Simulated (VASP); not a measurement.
Set up this calculation in VASP 6.6.1, as the native input.

```yaml
Task: single point
Functional: revPBE
Dispersion: D4
Potentials_or_basis: VASP PAW PBE potentials, release 64 (Fe)
Cutoff: 520 eV
k_mesh: 13 × 13 × 13
Occupations: fermi-dirac, width 0.05 eV
Spin: collinear spin, ferromagnetic start
Starting_moments: "[3.0] μB"
Dipole_correction: no
Further_INCAR_settings: ALGO = Normal; EDIFF = 1e-06; NBANDS = 14
```

The structure of Fe lies in POSCAR:

```
Fe
1.0
   -1.4040743144      1.4040743144      1.4040743144
    1.4040743144     -1.4040743144      1.4040743144
    1.4040743144      1.4040743144     -1.4040743144
Fe
1
Direct
    0.0000000000      0.0000000000      0.0000000000
```

The input as run:

INCAR

```
ALGO = Normal
EDIFF = 1E-6
ENCUT = 520
GGA = RE
ISIF = 2
ISMEAR = -1
ISPIN = 2
IVDW = 13
LASPH = True
LCHARG = False
LMAXMIX = 4
LORBIT = 11
LREAL = False
LWAVE = False
MAGMOM = 3
NBANDS = 14
NELM = 150
PREC = Accurate
SIGMA = 0.05
```

KPOINTS

```
k-points
0
Gamma
  13 13 13
```

Potentials or basis: VASP PAW PBE potentials, release 64 (Fe).

The run is started by

```console
$ cat potpaw_PBE.64/Fe/POTCAR > POTCAR
$ mpirun -np 1 vasp_std > vasp.out
```

Results of the run:

```yaml
Pressure: -0.1 GPa
Net_moment: 2.11 μB per cell
Site_moments: Fe +2.11 μB
Valence_electrons_inside_the_program's_atomic_spheres: Fe 7.32
Dispersion_energy_per_atom: -0.603 eV
```

Caveat: the PAW data sets were made with another functional, which shifts forces and pressure a little; pairwise dispersion overbinds metals, which lowers pressure and volume.

It took 12 s on 1 thread of Intel(R) Xeon(R) 6975P-C (Granite Rapids), with other jobs on the host, peak memory 0.13 GiB.
